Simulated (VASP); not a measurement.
Ca, 2 atoms in the cell. The typed cell holds 2 atoms: a = 3.823 Å, b = 3.823 Å, c = 6.263 Å, α = 90.00°, β = 90.00°, γ = 120.05°. 

```yaml
Program: VASP 6.6.1
Task: relaxation of the atoms
Functional: PBEsol
Dispersion: D3(BJ)
Potentials_or_basis: VASP PAW PBE potentials, release 64 (Ca_sv)
Cutoff: 520 eV
k_mesh: 8 × 8 × 6
Occupations: fermi-dirac, width 0.08 eV
Spin: no spin polarisation
Dipole_correction: no
Further_INCAR_settings: ALGO = Normal; EDIFF = 1e-07; IBRION = 2; EDIFFG = -0.002; NSW = 100
```

Potentials or basis: VASP PAW PBE potentials, release 64 (Ca_sv).

Command:

```bash
$ cat potpaw_PBE.64/Ca_sv/POTCAR > POTCAR
$ mpirun -np 1 vasp_std > vasp.out
```

Hardware: 1 thread of AMD EPYC 7R13, on a shared host.

Problem. Estimate the wall time of this run.

Solution. Run time: 58 s on 1 thread of AMD EPYC 7R13 (shared host), peak memory 0.24 GiB. Counts: scf iterations 12, k points 84, ion steps 1.
